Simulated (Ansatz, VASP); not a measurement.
# SnO: VASP beside Ansatz

```
Sn O
1.0
     3.25704    0.00000    0.00000
     0.00000    5.91587    0.00000
     0.00000    0.00000    4.04501
Sn O
2 2
Direct
  0.00000 0.23451 0.52699
  0.50000 0.76549 0.02699
  0.00000 0.88361 0.72301
  0.50000 0.11639 0.22301
```

Change from the starting cell: volume 19.485 Å^3 an atom, stretch along a over the lengths across it, relative to the relaxed cell 0.9411.

Alike in both runs: task single point; functional PBE; dispersion D3(BJ); k mesh 10 × 6 × 8; occupations gaussian, width 0.05 eV; no spin polarisation.

|  | VASP | Ansatz |
| --- | --- | --- |
| version | VASP 6.6.1 | Ansatz 0.2.0 |
| potentials or method | VASP PAW PBE potentials, release 64 (Sn_d, O), cutoff 520 eV | scalar-relativistic, plane waves, PAW |
| valence electrons in the cell | 40 | 40 |

|  | VASP | Ansatz | Ansatz less VASP |
| --- | --- | --- | --- |
| gap on the k mesh at the Fermi level (eV) | 1.42 | 1.43 | +0.010 |
| least direct gap on the mesh (eV) | 1.82 | 1.83 | +0.012 |
| pressure (GPa) | -2.1 | -2.3 | -0.21 |
| traceless stress, the component that is largest in VASP (GPa) | 3.05 | 2.99 | -0.058 |
| rms of the force components (eV/Å) | 0.251 | 0.278 | +0.0272 |

Atom by atom the forces differ by 0.035 eV/Å (rms over components).
